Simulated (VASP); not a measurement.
# C (Fd-3m) in VASP: further runs

Runs on C. Level: r2SCAN. Tasks: single point.

Everything below comes from runs of VASP 6.6.1. Logs are shortened: lines on timing, memory, paths and dates and some standing lists are left out, and cuts for length are marked.

## (1) The cell of the first run

Symmetry: Fd-3m, No. 227, cubic system. Conventional cell: a = 3.512 Å, b = 3.512 Å, c = 3.512 Å, α = 90.00°, β = 90.00°, γ = 90.00°. C (site symmetry -43m) has 4 C at 1.52 Å within 2.0 Å.

## (2) Single point, r2SCAN

POSCAR reads:

```
C
1.0
    0.0000000000      1.7557939208      1.7557939208
    1.7557939208      0.0000000000      1.7557939208
    1.7557939208      1.7557939208      0.0000000000
C
2
Direct
    0.0000000000      0.0000000000      0.0000000000
    0.2500000000      0.2500000000      0.2500000000
```

INCAR.step1 reads:

```
PREC = Accurate ; ENCUT = 520
ISMEAR = -1 ; SIGMA = 0.1
LREAL = False ; LASPH = True
NELM = 80 ; NBANDS = 11
GGA = PE ; ALGO = Normal
EDIFF = 1E-4 ; LWAVE = True
LCHARG = False
```

INCAR.step2 reads:

```
PREC = Accurate ; ENCUT = 520
EDIFF = 1E-6 ; ISMEAR = -1
SIGMA = 0.1 ; LREAL = False
LASPH = True ; NELM = 80
ALGO = Normal ; ISIF = 2
LWAVE = False ; LCHARG = False
METAGGA = R2SCAN ; LMIXTAU = True
NBANDS = 11 ; ISTART = 1
```

KPOINTS reads:

```
regular mesh
0
Gamma
  16 16 16
```

Potentials or basis: VASP PAW PBE potentials, release 64 (C).

On the command line:

```console
cat potpaw_PBE.64/C/POTCAR > POTCAR
cp INCAR.step1 INCAR
mpirun -np 1 vasp_std > vasp.out
cp INCAR.step2 INCAR
mpirun -np 1 vasp_std > vasp.out
```

OUTCAR:

```text
PREC = Accurate
   ENCUT = 520
   EDIFF = 1E-6
   ISMEAR = -1
   LREAL = False
   LASPH = True
   NELM = 80
   ISIF = 2
   METAGGA = R2SCAN
   ISTART = 1

 ion  position               nearest neighbor table
   1  0.000  0.000  0.000-   2 1.52   2 1.52   2 1.52   2 1.52
   2  0.250  0.250  0.250-   1 1.52   1 1.52   1 1.52   1 1.52

  LATTYP: Found a face centered cubic cell.
 ALAT       =     3.5115878416

  Lattice vectors:

 A1 = (   0.0000000000,   1.7557939208,   1.7557939208)
 A2 = (   1.7557939208,   0.0000000000,   1.7557939208)
 A3 = (   1.7557939208,   1.7557939208,   0.0000000000)

Analysis of symmetry for initial positions (statically):
=====================================================================
 Subroutine PRICEL returns:
 Original cell was already a primitive cell.

 Routine SETGRP: Setting up the symmetry group for a
 face centered cubic supercell.

 Subroutine GETGRP returns: Found 48 space group operations
 (whereof 24 operations were pure point group operations)
 out of a pool of 48 trial point group operations.

The static configuration has the point symmetry T_d .
 The point group associated with its full space group is O_h .

Analysis of symmetry for dynamics (positions and initial velocities):
=====================================================================
 Subroutine PRICEL returns:
 Original cell was already a primitive cell.

 Routine SETGRP: Setting up the symmetry group for a
 face centered cubic supercell.

 Subroutine GETGRP returns: Found 48 space group operations
 (whereof 24 operations were pure point group operations)
 out of a pool of 48 trial point group operations.

The dynamic configuration has the point symmetry T_d .
 The point group associated with its full space group is O_h .

 Subroutine INISYM returns: Found 48 space group operations
 (whereof 24 operations are pure point group operations),
 and found     1 'primitive' translations

----------------------------------------------------------------------------------------

                                     Primitive cell

  volume of cell :      10.8256

  direct lattice vectors                    reciprocal lattice vectors
     0.000000000  1.755793921  1.755793921    -0.284771461  0.284771461  0.284771461
     1.755793921  0.000000000  1.755793921     0.284771461 -0.284771461  0.284771461
     1.755793921  1.755793921  0.000000000     0.284771461  0.284771461 -0.284771461

  length of vectors
[... 83 lines left out ...]
   LREAL  =      F    real-space projection
   EDIFFG = 0.1E-04   stopping-criterion for IOM
   NSW    =      0    number of steps for IOM
   IBRION =     -1    ionic relax: 0-MD 1-quasi-New 2-CG
   NFREE  =      0    steps in history (QN), initial steepest desc. (CG)
   ISIF   =      2    stress and relaxation
   ISYM   =      2    0-nonsym 1-usesym 2-fastsym
   POTIM  = 0.5000    time-step for ionic-motion
   TEBEG  =    0.0;   TEEND  =   0.0 temperature during run
   PSTRESS=    0.0 pullay stress
   NELECT =       8.0000    total number of electrons
   NUPDOWN=      -1.0000    fix difference up-down
   EMIN   =  10.00;   EMAX   =-10.00  energy-range for DOS
   EFERMI =   0.00;   METHOD = LEGACY
   ISMEAR =    -1;   SIGMA  =   0.10  broadening in eV -4-tet -1-fermi 0-gaus
   EFERMI_NEDOS =   21; number of points for ismear=-14 and -15
   IALGO  =     38    algorithm
   IMIX   =      4    mixing-type and parameters
     AMIX     =   0.40;   BMIX     =  1.00
     AMIX_MAG =   1.60;   BMIX_MAG =  1.00
  volume/ion in A,a.u.               =       5.41        36.53
  Fermi-wavevector in a.u.,A,eV,Ry     =   1.480089  2.796963 29.805803  2.190665
  Thomas-Fermi vector in A             =   2.594167
   LORBIT       =      0    0 simple, 1 ext, 2 COOP (PROOUT), +10 PAW based schemes
   METAGGA = R2SCAN    functional components
   LHFCALC =     F    Hartree Fock is set to
   AEXX    =    0.0000 exact exchange contribution
   IVDW    =     0    specifies the selected vdW correction
   LEPSILON=     F    determine dielectric tensor
   LRPA    =     F    only Hartree local field effects (RPA)
 non-spin polarized calculation
  energy-cutoff  :      520.00
  volume of cell :       10.83
 maximum number of plane-waves:       303
   NGX =  9   NGY =  9   NGZ =  9

 number of electron       8.0000002 magnetization

 Free energy of the ion-electron system (eV)
  ---------------------------------------------------
  ext. energy  EPLUGINS =         0.00000000
  ---------------------------------------------------
  free energy    TOTEN  =       -19.62511611 eV

  energy without entropy =      -19.62511611  energy(sigma->0) =      -19.62511611

 E-fermi :  12.2872     XC(G=0): -14.5163

 val. band max:       10.4041016761   @ k =   0.0000   0.0000   0.0000
 cond. band min:      14.8370566082   @ k =   0.3750   0.3750   0.0000
 fundamental gap:      4.4329549321
 Fermi energy:        12.2871767409

 k-point     1 :       0.0000    0.0000    0.0000
  band No.  band energies     occupation
      1     -12.9490      2.00000
      2      10.4041      2.00000
      3      10.4041      2.00000
      4      10.4041      2.00000
      5      16.3689      0.00000
      6      16.3689      0.00000
      7      16.3689      0.00000
      8      25.3611      0.00000
      9      31.4548      0.00000
     10      38.3181      0.00000
     11      38.3181      0.00000
[... 309 lines left out ...]
 k-point    24 :      -0.0625    0.0625    0.0000
  band No.  band energies     occupation
      1     -12.6382      2.00000
      2       8.8248      2.00000
      3       9.1987      2.00000
      4      10.2043      2.00000
      5      16.6916      0.00000
      6      17.3162      0.00000
      7      17.6266      0.00000
      8      25.5702      0.00000
      9      31.9693      0.00000
     10      34.8611      0.00000
     11      36.3504      0.00000

 [... further k-points ...]
[... 5 lines left out ...]
  --------------------------------------------------------------------------------------
  -------------------------------------------------------------------------------------
  Total        1.4447918      1.4447918      1.4447918     -0.0000000     -0.0000000      0.0000000
  in kB      213.8283256    213.8283256    213.8283256     -0.0000000     -0.0000000      0.0000000
  external PRESSURE =     213.8283256 kB  Pullay stress =       0.0000000 kB

 VOLUME and BASIS-vectors are now :
 -----------------------------------------------------------------------------
  energy-cutoff  :      520.00
  volume of cell :       10.83
      direct lattice vectors                 reciprocal lattice vectors
     0.000000000  1.755793921  1.755793921    -0.284771461  0.284771461  0.284771461
     1.755793921  0.000000000  1.755793921     0.284771461 -0.284771461  0.284771461
     1.755793921  1.755793921  0.000000000     0.284771461  0.284771461 -0.284771461

 POSITION                                       TOTAL-FORCE (eV/Angst)
 -----------------------------------------------------------------------------------
      0.00000      0.00000      0.00000         0.000000     -0.000000     -0.000000
      0.87790      0.87790      0.87790        -0.000000      0.000000      0.000000
 -----------------------------------------------------------------------------------
    total drift:                               -0.000000     -0.000000     -0.000000

  FREE ENERGIE OF THE ION-ELECTRON SYSTEM (eV)
  ---------------------------------------------------
  free  energy   TOTEN  =       -19.6251161129 eV

  energy  without entropy=      -19.6251161129  energy(sigma->0) =      -19.62511611
```

OUTCAR.step1:

```text
PREC = Accurate
   ENCUT = 520
   ISMEAR = -1
   LREAL = False
   LASPH = True
[... 558 lines left out ...]
      0.00000      0.00000      0.00000        -0.000000     -0.000000     -0.000000
      0.87790      0.87790      0.87790         0.000000      0.000000      0.000000
 -----------------------------------------------------------------------------------
    total drift:                               -0.000000     -0.000000     -0.000000

  FREE ENERGIE OF THE ION-ELECTRON SYSTEM (eV)
  ---------------------------------------------------
  free  energy   TOTEN  =       -18.1413039917 eV

  energy  without entropy=      -18.1413039916  energy(sigma->0) =      -18.14130399
```

Wall time 37 s (1 thread of Intel Xeon Platinum 8488C (Sapphire Rapids), shared host); peak memory 0.12 GiB.

Results:

```
Free energy            : -19.6251 eV
Pressure               : 21.4 GPa
Band gap on the k mesh : 4.43 eV, indirect (least direct gap 5.96 eV)
```

Caveat: the PAW data sets were made with another functional, which shifts forces and pressure a little. r2SCAN opens gaps a little over a GGA but as a rule still falls short of measured ones.

## (3) Single point, r2SCAN

This run uses another cell than the first one, of 5.58 Å³/atom, 1.032 times its volume.

POSCAR reads:

```
C
1.0
    0.0000000000      1.7740847571      1.7740847571
    1.7740847571      0.0000000000      1.7740847571
    1.7740847571      1.7740847571      0.0000000000
C
2
Direct
    0.0000000000      0.0000000000      0.0000000000
    0.2500000000      0.2500000000      0.2500000000
```

INCAR.step1 reads:

```
  PREC = Accurate
  ENCUT = 520
  ISMEAR = -1
  SIGMA = 0.1
  LREAL = F
  LASPH = T
  NELM = 100
  NBANDS = 11
  GGA = PE
  ALGO = Normal
  EDIFF = 1E-4
  LWAVE = T
  LCHARG = F
```

INCAR.step2 reads:

```
  PREC = Accurate
  ENCUT = 520
  EDIFF = 1E-7
  ISMEAR = -1
  SIGMA = 0.1
  LREAL = F
  LASPH = T
  NELM = 100
  ALGO = Normal
  ISIF = 2
  LWAVE = F
  LCHARG = F
  METAGGA = R2SCAN
  LMIXTAU = T
  NBANDS = 11
  ISTART = 1
```

KPOINTS reads:

```
Automatic mesh
0
Gamma
  16 16 16
```

Potentials or basis: VASP PAW PBE potentials, release 64 (C).

On the command line:

```console
cat potpaw_PBE.64/C/POTCAR > POTCAR
cp INCAR.step1 INCAR
mpirun -np 1 vasp_std > vasp.out
cp INCAR.step2 INCAR
mpirun -np 1 vasp_std > vasp.out
```

Wall time 42 s (1 thread of Intel Xeon Platinum 8488C (Sapphire Rapids), shared host); peak memory 0.13 GiB.

It converged, with:

| Property | Result |
| --- | --- |
| Free energy | -19.6545 eV |
| Pressure | 5.9 GPa |
| Band gap on the k mesh | 4.36 eV, indirect (least direct gap 5.88 eV) |

Levels at points of the mesh, in eV from the valence-band top:
```tsv
k point	band 2	band 3	band 4	band 5	band 6	band 7
(0.00, 0.00, 0.00)	0.00	0.00	0.00	5.88	5.88	5.88
(0.50, 0.00, 0.00)	-14.22	-3.02	-3.02	8.94	8.94	9.35
(0.50, 0.50, 0.00)	-13.70	-6.76	-6.76	5.03	5.03	18.12
```

Caveat: the PAW data sets were made with another functional, which shifts forces and pressure a little.

[end of part 1 of 2]
